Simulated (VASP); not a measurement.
# CdTe (F-43m) in VASP: further runs

CdTe is run at these levels: LDA; tasks: relaxation of cell and atoms.

Program: VASP 6.6.1. These are calculated values, not measurements. Logs are shortened: lines on timing, memory, paths and dates and some standing lists are left out, and cuts for length are marked.

**1. The cell of the first run**

The structure is cubic, space group F-43m (No. 216). Conventional cell: a = 6.290 Å, b = 6.290 Å, c = 6.290 Å, α = 90.00°, β = 90.00°, γ = 90.00°. Cd (site symmetry -43m) has 4 Te at 2.72 Å within 3.6 Å. Te (site symmetry -43m) has 4 Cd at 2.72 Å within 3.6 Å.

**2. Relaxation of cell and atoms, LDA, target pressure 4 GPa, at which the enthalpy is minimised**

INCAR

```
SYSTEM = CdTe
PREC = Accurate ; ENCUT = 500
EDIFF = 1E-7 ; ISMEAR = 0
SIGMA = 0.02 ; LREAL = .FALSE.
LASPH = .TRUE. ; NELM = 120
ALGO = Normal ; ISIF = 3
LWAVE = .FALSE. ; LCHARG = .FALSE.
IBRION = 2 ; NSW = 70
EDIFFG = -0.004 ; PSTRESS = 40.0
GGA_COMPAT = .FALSE. ; NELMIN = 4
```

KPOINTS

```
regular mesh
0
G
  10 10 10
  0 0 0
```

POSCAR

```
CdTe
1.0
    0.0000000000      3.1448814600      3.1448814600
    3.1448814600      0.0000000000      3.1448814600
    3.1448814600      3.1448814600      0.0000000000
Cd Te
1 1
Direct
    0.0000000000      0.0000000000      0.0000000000
    0.2500000000      0.2500000000      0.2500000000
```

Potentials or basis: VASP PAW LDA potentials, release 64 (Cd, Te).

Launch:

```console
$ cat potpaw_LDA.64/Cd/POTCAR potpaw_LDA.64/Te/POTCAR > POTCAR
$ mpirun -np 1 vasp_std > vasp.out
```

OUTCAR:

```text
SYSTEM = CdTe
   PREC = Accurate
   ENCUT = 500
   EDIFF = 1E-7
   ISMEAR = 0
   LREAL = .FALSE.
   LASPH = .TRUE.
   NELM = 120
   ISIF = 3
   IBRION = 2
   NSW = 70
   EDIFFG = -0.004
   PSTRESS = 40.0
   NELMIN = 4

 ion  position               nearest neighbor table
   1  0.000  0.000  0.000-   2 2.72   2 2.72   2 2.72   2 2.72
   2  0.250  0.250  0.250-   1 2.72   1 2.72   1 2.72   1 2.72

  LATTYP: Found a face centered cubic cell.
 ALAT       =     6.2897629200

  Lattice vectors:

 A1 = (   0.0000000000,   3.1448814600,   3.1448814600)
 A2 = (   3.1448814600,   0.0000000000,   3.1448814600)
 A3 = (   3.1448814600,   3.1448814600,   0.0000000000)

Analysis of symmetry for initial positions (statically):
=====================================================================
 Subroutine PRICEL returns:
 Original cell was already a primitive cell.

 Routine SETGRP: Setting up the symmetry group for a
 face centered cubic supercell.

 Subroutine GETGRP returns: Found 24 space group operations
 (whereof 24 operations were pure point group operations)
 out of a pool of 48 trial point group operations.

The static configuration has the point symmetry T_d .

Analysis of symmetry for dynamics (positions and initial velocities):
=====================================================================
 Subroutine PRICEL returns:
 Original cell was already a primitive cell.

 Routine SETGRP: Setting up the symmetry group for a
 face centered cubic supercell.

 Subroutine GETGRP returns: Found 24 space group operations
 (whereof 24 operations were pure point group operations)
 out of a pool of 48 trial point group operations.

The dynamic configuration has the point symmetry T_d .

 Subroutine INISYM returns: Found 24 space group operations
 (whereof 24 operations are pure point group operations),
 and found     1 'primitive' translations

----------------------------------------------------------------------------------------

                                     Primitive cell

  volume of cell :      62.2075

  direct lattice vectors                    reciprocal lattice vectors
     0.000000000  3.144881460  3.144881460    -0.158988504  0.158988504  0.158988504
     3.144881460  0.000000000  3.144881460     0.158988504 -0.158988504  0.158988504
     3.144881460  3.144881460  0.000000000     0.158988504  0.158988504 -0.158988504

  length of vectors
     4.447534013  4.447534013  4.447534013     0.275376168  0.275376168  0.275376168

  position of ions in fractional coordinates (direct lattice)
     0.000000000  0.000000000  0.000000000
     0.250000000  0.250000000  0.250000000

  ion indices of the primitive-cell ions
   primitive index   ion index
                 1           1
                 2           2

----------------------------------------------------------------------------------------

 KPOINTS: regular mesh

Automatic generation of k-mesh.
 Grid dimensions read from file:
 generate k-points for:   10   10   10

 Generating k-lattice:

  Cartesian coordinates                     Fractional coordinates (reciprocal lattice)
    -0.015898850  0.015898850  0.015898850     0.100000000  0.000000000  0.000000000
     0.015898850 -0.015898850  0.015898850     0.000000000  0.100000000  0.000000000
     0.015898850  0.015898850 -0.015898850     0.000000000  0.000000000  0.100000000

  Length of vectors
     0.027537617  0.027537617  0.027537617

  Shift w.r.t. Gamma in fractional coordinates (k-lattice)
     0.000000000  0.000000000  0.000000000

 Subroutine IBZKPT returns following result:
 ===========================================

 Found     47 irreducible k-points:

 Following reciprocal coordinates:
            Coordinates               Weight
  0.000000  0.000000  0.000000      1.000000
  0.100000  0.000000  0.000000      8.000000
  0.200000  0.000000  0.000000      8.000000
  0.300000  0.000000  0.000000      8.000000
  0.400000  0.000000  0.000000      8.000000
  0.500000  0.000000  0.000000      4.000000
[... 16 lines left out ...]
  0.300000  0.300000  0.000000      6.000000
  0.400000  0.300000  0.000000     24.000000
 [... further k-points ...]
   k-points           NKPTS =     47   k-points in BZ     NKDIM =     47   number of bands    NBANDS=     13
   number of dos      NEDOS =    301   number of ions     NIONS =      2
   total plane-waves  NPLWV =  32768
   dimension x,y,z NGX =    32 NGY =   32 NGZ =   32
   dimension x,y,z NGXF=    64 NGYF=   64 NGZF=   64
   ions per type =               1   1
   NGX,Y,Z   is equivalent  to a cutoff of  11.96, 11.96, 11.96 a.u.
   NGXF,Y,Z  is equivalent  to a cutoff of  23.92, 23.92, 23.92 a.u.
 SYSTEM =  CdTe
   PREC   = accura    normal or accurate (medium, high low for compatibility)
   ISTART =      0    job   : 0-new  1-cont  2-samecut
   ICHARG =      2    charge: 1-file 2-atom 10-const
   ISPIN  =      1    spin polarized calculation?
   LNONCOLLINEAR =      F non collinear calculations
   LSORBIT =      F    spin-orbit coupling
   LASPH  =      T    aspherical Exc in radial PAW
   ENCUT  =  500.0 eV  36.75 Ry    6.06 a.u.   8.11  8.11  8.11*2*pi/ulx,y,z
   NELM   =    120;   NELMIN=  4; NELMDL= -5     # of ELM steps
   EDIFF  = 0.1E-06   stopping-criterion for ELM
   LREAL  =      F    real-space projection
   EDIFFG = -.4E-02   stopping-criterion for IOM
   NSW    =     70    number of steps for IOM
   IBRION =      2    ionic relax: 0-MD 1-quasi-New 2-CG
   NFREE  =      1    steps in history (QN), initial steepest desc. (CG)
   ISIF   =      3    stress and relaxation
   ISYM   =      2    0-nonsym 1-usesym 2-fastsym
   POTIM  = 0.5000    time-step for ionic-motion
   TEBEG  =    0.0;   TEEND  =   0.0 temperature during run
   PSTRESS=   40.0 pullay stress
   NELECT =      18.0000    total number of electrons
   NUPDOWN=      -1.0000    fix difference up-down
   EMIN   =  10.00;   EMAX   =-10.00  energy-range for DOS
   EFERMI =   0.00;   METHOD = LEGACY
   ISMEAR =     0;   SIGMA  =   0.02  broadening in eV -4-tet -1-fermi 0-gaus
   EFERMI_NEDOS =   21; number of points for ismear=-14 and -15
   IALGO  =     38    algorithm
   IMIX   =      4    mixing-type and parameters
     AMIX     =   0.40;   BMIX     =  1.00
     AMIX_MAG =   1.60;   BMIX_MAG =  1.00
  volume/ion in A,a.u.               =      31.10       209.90
  Fermi-wavevector in a.u.,A,eV,Ry     =   1.082808  2.046210 15.952461  1.172473
  Thomas-Fermi vector in A             =   2.218858
   LORBIT       =      0    0 simple, 1 ext, 2 COOP (PROOUT), +10 PAW based schemes
   GGA     = CA    functional components
   LHFCALC =     F    Hartree Fock is set to
   AEXX    =    0.0000 exact exchange contribution
   IVDW    =     0    specifies the selected vdW correction
   LEPSILON=     F    determine dielectric tensor
   LRPA    =     F    only Hartree local field effects (RPA)
 conjugate gradient relaxation of ions
 non-spin polarized calculation
 Gauss-broadening in eV      SIGMA  =   0.02
  energy-cutoff  :      500.00
  volume of cell :       62.21
 maximum number of plane-waves:      1596
   NGX = 17   NGY = 17   NGZ = 17

--------------------------------------- Ionic step        1  -------------------------------------------

 number of electron      17.9999990 magnetization

 Free energy of the ion-electron system (eV)
  ---------------------------------------------------
  ext. energy  EPLUGINS =         0.00000000
  ---------------------------------------------------
  free energy    TOTEN  =        -6.01328858 eV

  energy without entropy =       -6.01328858  energy(sigma->0) =       -6.01328858

------------------------ aborting loop because EDIFF is reached ----------------------------------------

  FORCE on cell =-STRESS in cart. coord.  units (eV):
  Direction    XX          YY          ZZ          XY          YZ          ZX
  --------------------------------------------------------------------------------------
  -------------------------------------------------------------------------------------
  Total        1.2841945      1.2841945      1.2841945     -0.0000000     -0.0000000     -0.0000000
  in kB       33.0749008     33.0749008     33.0749008     -0.0000000     -0.0000000     -0.0000000
  external PRESSURE =      -6.9250992 kB  Pullay stress =      40.0000000 kB
[... 61 lines left out ...]
  enthalpy is  TOTEN    =        -4.4607526423 eV   P V=        1.5230514058

--------------------------------------- Ionic step        3  -------------------------------------------

 number of electron      17.9999993 magnetization

 Free energy of the ion-electron system (eV)
  ---------------------------------------------------
  ext. energy  EPLUGINS =         0.00000000
  ---------------------------------------------------
  free energy    TOTEN  =        -5.99795335 eV

  energy without entropy =       -5.99795335  energy(sigma->0) =       -5.99795335

 E-fermi :   3.2956     XC(G=0):  -9.3868

 val. band max:        3.1478365118   @ k =   0.0000   0.0000   0.0000
 cond. band min:       4.0140720278   @ k =   0.0000   0.0000   0.0000
 fundamental gap:      0.8662355160
 Fermi energy:         3.2956369808

 k-point     1 :       0.0000    0.0000    0.0000
  band No.  band energies     occupation
      1      -8.7255      2.00000
      2      -5.5544      2.00000
      3      -5.5544      2.00000
      4      -5.5544      2.00000
      5      -5.2076      2.00000
      6      -5.2076      2.00000
      7       3.1478      2.00000
      8       3.1478      2.00000
      9       3.1478      2.00000
     10       4.0141      0.00000
     11       7.5635      0.00000
     12       7.5635      0.00000
     13       7.5635      0.00000
[... 353 lines left out ...]
 k-point    24 :       0.4000    0.3000    0.0000
  band No.  band energies     occupation
      1      -8.1891      2.00000
      2      -5.4055      2.00000
      3      -5.3882      2.00000
      4      -5.3286      2.00000
      5      -5.1782      2.00000
      6      -4.9227      2.00000
      7      -0.9651      2.00000
      8       1.0755      2.00000
      9       1.2915      2.00000
     10       5.7466      0.00000
     11       6.3601      0.00000
     12       9.9794      0.00000
     13      10.7378      0.00000

 [... further k-points ...]
[... 5 lines left out ...]
  --------------------------------------------------------------------------------------
  -------------------------------------------------------------------------------------
  Total        1.5364878      1.5364878      1.5364878      0.0000000      0.0000000      0.0000000
  in kB       40.0054912     40.0054912     40.0054912      0.0000000      0.0000000      0.0000000
  external PRESSURE =       0.0054912 kB  Pullay stress =      40.0000000 kB
[... 17 lines left out ...]
  FREE ENERGIE OF THE ION-ELECTRON SYSTEM (eV)
  ---------------------------------------------------
  free  energy   TOTEN  =        -5.9979533544 eV

  energy  without entropy=       -5.9979533544  energy(sigma->0) =       -5.99795335

  enthalpy is  TOTEN    =        -4.4616764600 eV   P V=        1.5362768945

 reached required accuracy - stopping structural energy minimisation
```

Run time: 1.8 min. Hardware: 1 thread of AMD EPYC 7R13, shared host; peak memory 0.16 GiB.

Results:

```yaml
Free_energy: -5.9980 eV
Relaxed_volume: 30.77 Å³/atom
Relaxed_cell: a = 4.431 Å, b = 4.431 Å, c = 4.431 Å, α = 60.00°, β = 60.00°, γ = 60.00°
Space_group_after_relaxing_to_0.1_Å: F-43m (No. 216)
Energy_change_on_relaxing_the_run_minimises_the_enthalpy: +7.7 meV/atom
Ionic_steps: 3
Pressure_after_relaxing: 4.0 GPa
Band_gap_on_the_k_mesh: 0.87 eV
```

Step by step:
```csv
step,energy change (eV),largest force (eV/Å),pressure (GPa),volume (Å³)
1,0.0000,0.0000,3.31,62.21
2,0.0295,0.0000,4.56,61.00
3,0.0153,0.0000,4.00,61.53
```

Final structure:
```
CELL_PARAMETERS angstrom
0.00000 3.13350 3.13350
3.13350 0.00000 3.13350
3.13350 3.13350 0.00000
ATOMIC_POSITIONS crystal
Cd 0.00000 0.00000 0.00000
Te 0.25000 0.25000 0.25000
```

Levels at points of the mesh, in eV from the valence-band top:
| k point | band 7 | band 8 | band 9 | band 10 | band 11 | band 12 |
| --- | --- | --- | --- | --- | --- | --- |
| (0.00, 0.00, 0.00) | 0.00 | 0.00 | 0.00 | 0.87 | 4.42 | 4.42 |
| (0.50, 0.00, 0.00) | -5.12 | -0.95 | -0.95 | 1.75 | 5.04 | 5.04 |
| (0.50, 0.50, 0.00) | -4.90 | -2.26 | -2.26 | 2.21 | 2.50 | 9.22 |

Caveat: the cell is relaxed towards a set pressure, so the run minimises the enthalpy, not the energy; spin-orbit coupling is left out, which moves the levels of the heavy elements.

**3. Relaxation of cell and atoms, LDA, target pressure 2 GPa, at which the enthalpy is minimised**

This run uses another cell than the first one, of 31.63 Å³/atom.

INCAR

```
ALGO = Normal
EDIFF = 1E-7
EDIFFG = -0.004
ENCUT = 500
GGA = CA
GGA_COMPAT = F
IBRION = 2
ISIF = 3
ISMEAR = 0
LASPH = T
LCHARG = F
LREAL = F
LWAVE = F
NELM = 120
NELMIN = 4
NSW = 70
PREC = Accurate
PSTRESS = 20.0
SIGMA = 0.02
```

KPOINTS

```
k-points
0
Gamma
  10 10 10
```

POSCAR

```
CdTe
1.0
    0.0000000000      3.1626696605      3.1626696605
    3.1626696605      0.0000000000      3.1626696605
    3.1626696605      3.1626696605      0.0000000000
Cd Te
1 1
Direct
    0.0000000000      0.0000000000      0.0000000000
    0.2500000000      0.2500000000      0.2500000000
```

Potentials or basis: VASP PAW LDA potentials, release 64 (Cd, Te).

Launch:

```console
$ cat potpaw_LDA.64/Cd/POTCAR potpaw_LDA.64/Te/POTCAR > POTCAR
$ mpirun -np 1 vasp_std > vasp.out
```

It took 3.2 min on 1 thread of AMD EPYC 7R13, shared host; peak memory 0.16 GiB.

Results (log left out):

```yaml
Free_energy: -6.0367 eV
Relaxed_volume: 31.81 Å³/atom
Relaxed_cell: a = 4.481 Å, b = 4.481 Å, c = 4.481 Å, α = 60.00°, β = 60.00°, γ = 60.00°
Space_group_after_relaxing_to_0.1_Å: F-43m (No. 216)
Energy_change_on_relaxing_the_run_minimises_the_enthalpy: -2.4 meV/atom
Ionic_steps: 3
Pressure_after_relaxing: 2.0 GPa
Band_gap_on_the_k_mesh: 0.76 eV
```

Step by step:
```tsv
step	energy change (eV)	largest force (eV/Å)	pressure (GPa)	volume (Å³)
1	0.0000	0.0000	2.31	63.27
2	-0.0072	0.0000	1.82	63.83
3	-0.0047	0.0000	2.00	63.62
```

Final structure:
```cif
data_structure
_symmetry_space_group_name_H-M 'P 1'
_symmetry_Int_Tables_number 1
_cell_length_a 4.4810
_cell_length_b 4.4810
_cell_length_c 4.4810
_cell_angle_alpha 60.000
_cell_angle_beta 60.000
_cell_angle_gamma 60.000
_cell_volume 63.62
loop_
_atom_site_label
_atom_site_type_symbol
_atom_site_fract_x
_atom_site_fract_y
_atom_site_fract_z
_atom_site_occupancy
Cd1 Cd 0.00000 0.00000 0.00000 1
Te1 Te 0.25000 0.25000 0.25000 1
```

Levels at points of the mesh, in eV from the valence-band top:
```csv
k point,band 7,band 8,band 9,band 10,band 11,band 12
"(0.00, 0.00, 0.00)",0.00,0.00,0.00,0.76,4.45,4.45
"(0.50, 0.00, 0.00)",-4.90,-0.89,-0.89,1.72,5.06,5.06
"(0.50, 0.50, 0.00)",-4.72,-2.13,-2.13,2.29,2.52,9.02
```

Caveat: the cell is relaxed towards a set pressure, so the run minimises the enthalpy, not the energy; spin-orbit coupling is left out, which moves the levels of the heavy elements.

(Part 1 of 2 ends here.)
